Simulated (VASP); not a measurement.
# BN (P4_2/mnm) in VASP: notebook

Runs on BN. Level: PBEsol. Tasks: single point.

Everything below comes from runs of VASP 6.6.1. Logs are shortened: lines on timing, memory, paths and dates and some standing lists are left out, and cuts for length are marked.

## 1. The cell of the first run

The structure is tetragonal, space group P4_2/mnm (No. 136). Conventional cell: a = 4.530 Å, b = 4.530 Å, c = 2.614 Å, α = 90.00°, β = 90.00°, γ = 90.00°. B (site symmetry m2m) has 4 N at 1.58 to 1.64 Å within 2.1 Å. Within 2.1 Å of N (site symmetry m2m) lie 4 B at 1.58 to 1.64 Å.

## 2. Single point, PBEsol

Contents of INCAR:

```
ALGO = Normal
EDIFF = 1E-6
ENCUT = 520
GGA = PS
ISIF = 2
ISMEAR = 0
LASPH = True
LCHARG = True
LELF = True
LREAL = False
LVHAR = True
LWAVE = False
NBANDS = 26
NELM = 60
PREC = Accurate
SIGMA = 0.05
```

Contents of KPOINTS:

```
k-points
0
Gamma
  6 6 10
```

Contents of POSCAR:

```
BN
1.0
    4.5302000000      0.0000000000      0.0000000000
    0.0000000000      4.5302000000      0.0000000000
    0.0000000000      0.0000000000      2.6142000000
B N
4 4
Direct
    0.1741337327      0.8258662673      0.5000000000
    0.3258662673      0.3258662673      0.0000000000
    0.6741337327      0.6741337327      0.0000000000
    0.8258662673      0.1741337327      0.5000000000
    0.8123909516      0.8123909516      0.5000000000
    0.3123909516      0.6876090484      0.0000000000
    0.6876090484      0.3123909516      0.0000000000
    0.1876090484      0.1876090484      0.5000000000
```

Potentials or basis: VASP PAW PBE potentials, release 64 (B, N).

Started as:

```sh
cat potpaw_PBE.64/B/POTCAR potpaw_PBE.64/N/POTCAR > POTCAR
mpirun -np 1 vasp_std > vasp.out
```

OUTCAR:

```text
EDIFF = 1E-6
   ENCUT = 520
   GGA = PS
   ISIF = 2
   ISMEAR = 0
   LASPH = True
   LREAL = False
   NELM = 60
   PREC = Accurate

 ion  position               nearest neighbor table
   1  0.174  0.826  0.500-   6 1.58   6 1.58   8 1.64   5 1.64
   2  0.326  0.326  0.000-   8 1.58   8 1.58   6 1.64   7 1.64
   3  0.674  0.674  0.000-   5 1.58   5 1.58   7 1.64   6 1.64
   4  0.826  0.174  0.500-   7 1.58   7 1.58   8 1.64   5 1.64
   5  0.812  0.812  0.500-   3 1.58   3 1.58   4 1.64   1 1.64
   6  0.312  0.688  0.000-   1 1.58   1 1.58   3 1.64   2 1.64
   7  0.688  0.312  0.000-   4 1.58   4 1.58   2 1.64   3 1.64
   8  0.188  0.188  0.500-   2 1.58   2 1.58   4 1.64   1 1.64

  LATTYP: Found a simple tetragonal cell.
 ALAT       =     4.5302000000
 C/A-ratio  =     0.5770606154

  Lattice vectors:

 A1 = (   4.5302000000,   0.0000000000,   0.0000000000)
 A2 = (   0.0000000000,   4.5302000000,   0.0000000000)
 A3 = (   0.0000000000,   0.0000000000,   2.6142000000)

Analysis of symmetry for initial positions (statically):
=====================================================================
 Subroutine PRICEL returns:
 Original cell was already a primitive cell.

 Routine SETGRP: Setting up the symmetry group for a
 simple tetragonal supercell.

 Subroutine GETGRP returns: Found 16 space group operations
 (whereof  8 operations were pure point group operations)
 out of a pool of 16 trial point group operations.

The static configuration has the point symmetry D_2h.
 The point group associated with its full space group is D_4h.

Analysis of symmetry for dynamics (positions and initial velocities):
=====================================================================
 Subroutine PRICEL returns:
 Original cell was already a primitive cell.

 Routine SETGRP: Setting up the symmetry group for a
 simple tetragonal supercell.

 Subroutine GETGRP returns: Found 16 space group operations
 (whereof  8 operations were pure point group operations)
 out of a pool of 16 trial point group operations.

The dynamic configuration has the point symmetry D_2h.
 The point group associated with its full space group is D_4h.

 Subroutine INISYM returns: Found 16 space group operations
 (whereof  8 operations are pure point group operations),
 and found     1 'primitive' translations

----------------------------------------------------------------------------------------

                                     Primitive cell

  volume of cell :      53.6505

  direct lattice vectors                    reciprocal lattice vectors
     4.530200000  0.000000000  0.000000000     0.220740806  0.000000000  0.000000000
     0.000000000  4.530200000  0.000000000     0.000000000  0.220740806  0.000000000
     0.000000000  0.000000000  2.614200000     0.000000000  0.000000000  0.382526203

  length of vectors
     4.530200000  4.530200000  2.614200000     0.220740806  0.220740806  0.382526203

  position of ions in fractional coordinates (direct lattice)
     0.174133733  0.825866267  0.500000000
     0.325866267  0.325866267  0.000000000
     0.674133733  0.674133733  0.000000000
     0.825866267  0.174133733  0.500000000
     0.812390952  0.812390952  0.500000000
     0.312390952  0.687609048  0.000000000
     0.687609048  0.312390952  0.000000000
     0.187609048  0.187609048  0.500000000

  ion indices of the primitive-cell ions
   primitive index   ion index
                 1           1
                 2           2
                 3           3
                 4           4
                 5           5
                 6           6
                 7           7
                 8           8

----------------------------------------------------------------------------------------

 KPOINTS: k-points

Automatic generation of k-mesh.
 Grid dimensions read from file:
 generate k-points for:    6    6   10

 Generating k-lattice:

  Cartesian coordinates                     Fractional coordinates (reciprocal lattice)
     0.036790134  0.000000000  0.000000000     0.166666667  0.000000000  0.000000000
     0.000000000  0.036790134  0.000000000     0.000000000  0.166666667  0.000000000
     0.000000000  0.000000000  0.038252620     0.000000000  0.000000000  0.100000000

  Length of vectors
     0.036790134  0.036790134  0.038252620

  Shift w.r.t. Gamma in fractional coordinates (k-lattice)
     0.000000000  0.000000000  0.000000000

 Subroutine IBZKPT returns following result:
 ===========================================

 Found     60 irreducible k-points:

 Following reciprocal coordinates:
            Coordinates               Weight
  0.000000  0.000000  0.000000      1.000000
  0.166667  0.000000  0.000000      4.000000
  0.333333  0.000000  0.000000      4.000000
  0.500000  0.000000  0.000000      2.000000
  0.166667  0.166667  0.000000      4.000000
  0.333333  0.166667  0.000000      8.000000
[... 16 lines left out ...]
  0.333333  0.000000  0.200000      8.000000
  0.500000  0.000000  0.200000      4.000000
 [... further k-points ...]
   k-points           NKPTS =     60   k-points in BZ     NKDIM =     60   number of bands    NBANDS=     26
   number of dos      NEDOS =    301   number of ions     NIONS =      8
   total plane-waves  NPLWV =  25920
   dimension x,y,z NGX =    36 NGY =   36 NGZ =   20
   dimension x,y,z NGXF=    72 NGYF=   72 NGZF=   40
   ions per type =               4   4
   NGX,Y,Z   is equivalent  to a cutoff of  13.21, 13.21, 12.72 a.u.
   NGXF,Y,Z  is equivalent  to a cutoff of  26.42, 26.42, 25.44 a.u.
 SYSTEM =  unknown system
   PREC   = accura    normal or accurate (medium, high low for compatibility)
   ISTART =      0    job   : 0-new  1-cont  2-samecut
   ICHARG =      2    charge: 1-file 2-atom 10-const
   ISPIN  =      1    spin polarized calculation?
   LNONCOLLINEAR =      F non collinear calculations
   LSORBIT =      F    spin-orbit coupling
   LASPH  =      T    aspherical Exc in radial PAW
   ENCUT  =  520.0 eV  38.22 Ry    6.18 a.u.   8.42  8.42  4.86*2*pi/ulx,y,z
   NELM   =     60;   NELMIN=  2; NELMDL= -5     # of ELM steps
   EDIFF  = 0.1E-05   stopping-criterion for ELM
   LREAL  =      F    real-space projection
   EDIFFG = 0.1E-04   stopping-criterion for IOM
   NSW    =      0    number of steps for IOM
   IBRION =     -1    ionic relax: 0-MD 1-quasi-New 2-CG
   NFREE  =      0    steps in history (QN), initial steepest desc. (CG)
   ISIF   =      2    stress and relaxation
   ISYM   =      2    0-nonsym 1-usesym 2-fastsym
   POTIM  = 0.5000    time-step for ionic-motion
   TEBEG  =    0.0;   TEEND  =   0.0 temperature during run
   PSTRESS=    0.0 pullay stress
   NELECT =      32.0000    total number of electrons
   NUPDOWN=      -1.0000    fix difference up-down
   EMIN   =  10.00;   EMAX   =-10.00  energy-range for DOS
   EFERMI =   0.00;   METHOD = LEGACY
   ISMEAR =     0;   SIGMA  =   0.05  broadening in eV -4-tet -1-fermi 0-gaus
   EFERMI_NEDOS =   21; number of points for ismear=-14 and -15
   IALGO  =     38    algorithm
   IMIX   =      4    mixing-type and parameters
     AMIX     =   0.40;   BMIX     =  1.00
     AMIX_MAG =   1.60;   BMIX_MAG =  1.00
  volume/ion in A,a.u.               =       6.71        45.26
  Fermi-wavevector in a.u.,A,eV,Ry     =   1.378056  2.604149 25.837998  1.899039
  Thomas-Fermi vector in A             =   2.503153
   LORBIT       =      0    0 simple, 1 ext, 2 COOP (PROOUT), +10 PAW based schemes
   GGA     = PS    functional components
   LHFCALC =     F    Hartree Fock is set to
   AEXX    =    0.0000 exact exchange contribution
   IVDW    =     0    specifies the selected vdW correction
   LEPSILON=     F    determine dielectric tensor
   LRPA    =     F    only Hartree local field effects (RPA)
 non-spin polarized calculation
 Gauss-broadening in eV      SIGMA  =   0.05
  energy-cutoff  :      520.00
  volume of cell :       53.65
 maximum number of plane-waves:      1466
 NGX is ok and might be reduce to    36
   NGX = 17   NGY = 17   NGZ =  9

 number of electron      31.9999990 magnetization

 Free energy of the ion-electron system (eV)
  ---------------------------------------------------
  ext. energy  EPLUGINS =         0.00000000
  ---------------------------------------------------
  free energy    TOTEN  =       -72.08747570 eV

  energy without entropy =      -72.08747570  energy(sigma->0) =      -72.08747570

 E-fermi :   6.2139     XC(G=0): -12.3059

 val. band max:        5.9290827299   @ k =   0.0000   0.0000   0.0000
 cond. band min:      10.5765160723   @ k =   0.0000   0.0000   0.3000
 fundamental gap:      4.6474333423
 Fermi energy:         6.2139260592

 k-point     1 :       0.0000    0.0000    0.0000
  band No.  band energies     occupation
      1     -13.3090      2.00000
      2      -9.6028      2.00000
      3      -9.6028      2.00000
      4      -9.2663      2.00000
      5      -3.5406      2.00000
      6      -2.5873      2.00000
[... 18 lines left out ...]
     25      15.3100      0.00000
     26      18.0851      0.00000

 k-point     2 :       0.1667    0.0000    0.0000
  band No.  band energies     occupation
      1     -13.1732      2.00000
      2     -10.3374      2.00000
      3      -9.5164      2.00000
      4      -8.8489      2.00000
      5      -3.6552      2.00000
      6      -2.2020      2.00000
[... 18 lines left out ...]
     25      16.1664      0.00000
     26      17.7015      0.00000

 k-point     3 :       0.3333    0.0000    0.0000
  band No.  band energies     occupation
      1     -12.7722      2.00000
      2     -11.2825      2.00000
      3      -9.2786      2.00000
      4      -8.7460      2.00000
      5      -3.6779      2.00000
      6      -2.5233      2.00000
[... 572 lines left out ...]
 k-point    23 :       0.3333    0.0000    0.2000
  band No.  band energies     occupation
      1     -12.2022      2.00000
      2     -10.7772      2.00000
      3      -8.8822      2.00000
      4      -8.4725      2.00000
      5      -3.1830      2.00000
      6      -2.1457      2.00000
[... 18 lines left out ...]
     25      16.9989      0.00000
     26      18.1074      0.00000

 k-point    24 :       0.5000    0.0000    0.2000
  band No.  band energies     occupation
      1     -11.5811      2.00000
      2     -11.5811      2.00000
      3      -8.6314      2.00000
      4      -8.6314      2.00000
      5      -2.8271      2.00000
      6      -2.8271      2.00000
[... 18 lines left out ...]
     25      17.2898      0.00000
     26      17.2898      0.00000

 [... further k-points ...]
[... 5 lines left out ...]
  --------------------------------------------------------------------------------------
  -------------------------------------------------------------------------------------
  Total       -8.6864672     -8.6864672     -9.8225702     -0.0000000      0.0000000      0.0000000
  in kB     -259.4061130   -259.4061130   -293.3338356     -0.0000000      0.0000000      0.0000000
  external PRESSURE =    -270.7153539 kB  Pullay stress =       0.0000000 kB

 VOLUME and BASIS-vectors are now :
 -----------------------------------------------------------------------------
  energy-cutoff  :      520.00
  volume of cell :       53.65
      direct lattice vectors                 reciprocal lattice vectors
     4.530200000  0.000000000  0.000000000     0.220740806  0.000000000  0.000000000
     0.000000000  4.530200000  0.000000000     0.000000000  0.220740806  0.000000000
     0.000000000  0.000000000  2.614200000     0.000000000  0.000000000  0.382526203

 POSITION                                       TOTAL-FORCE (eV/Angst)
 -----------------------------------------------------------------------------------
      0.78886      3.74134      1.30710         0.029905     -0.029905     -0.000000
      1.47624      1.47624      0.00000        -0.029905     -0.029905     -0.000000
      3.05396      3.05396      0.00000         0.029905      0.029905      0.000000
      3.74134      0.78886      1.30710        -0.029905      0.029905      0.000000
      3.68029      3.68029      1.30710         0.118950      0.118950      0.000000
      1.41519      3.11501      0.00000         0.118950     -0.118950     -0.000000
      3.11501      1.41519      0.00000        -0.118950      0.118950      0.000000
      0.84991      0.84991      1.30710        -0.118950     -0.118950     -0.000000
 -----------------------------------------------------------------------------------
    total drift:                                0.000000     -0.000000      0.000000

  FREE ENERGIE OF THE ION-ELECTRON SYSTEM (eV)
  ---------------------------------------------------
  free  energy   TOTEN  =       -72.0874757022 eV

  energy  without entropy=      -72.0874757022  energy(sigma->0) =      -72.08747570
```

It took 56 s on 1 thread of AMD EPYC 7R13 (Zen 3), shared host; peak memory 0.17 GiB.

What came out:

```
Free energy            : -72.0875 eV
Pressure               : -27.1 GPa
Largest force          : 0.168 eV/Å
Band gap on the k mesh : 4.65 eV (least direct gap 5.67 eV)
```

Forces in eV/Å, atoms in the order of the input:
```
B    0.030 -0.030  0.000
B   -0.030 -0.030  0.000
B    0.030  0.030  0.000
B   -0.030  0.030  0.000
N    0.119  0.119  0.000
N    0.119 -0.119  0.000
N   -0.119  0.119  0.000
N   -0.119 -0.119  0.000
```

Stress tensor (GPa, compression positive):
```
-25.94   0.00   0.00
  0.00 -25.94   0.00
  0.00   0.00 -29.33
```

Levels at points of the mesh, in eV from the valence-band top:
```csv
k point,band 13,band 14,band 15,band 16,band 17,band 18,band 19,band 20
"(0.00, 0.00, 0.00)",-0.41,-0.18,0.00,0.00,6.58,7.22,7.99,7.99
"(0.50, 0.00, 0.00)",-1.34,-1.34,-1.18,-1.18,7.50,7.50,7.96,7.96
"(0.50, 0.50, 0.00)",-2.48,-2.48,-2.31,-2.31,7.07,7.07,7.74,7.74
"(0.00, 0.00, 0.50)",-3.92,-3.92,-3.14,-3.14,6.27,6.27,9.70,9.70
"(0.50, 0.00, 0.50)",-3.31,-3.31,-2.04,-2.04,6.44,6.44,8.42,8.42
"(0.50, 0.50, 0.50)",-2.74,-2.74,-2.30,-2.30,5.87,5.87,6.44,6.44
```

Caveat: the cell stands under tension; the PAW data sets were made with another functional, which shifts forces and pressure a little. A k mesh can miss the band edges.

(Part 1 of 2 ends here.)
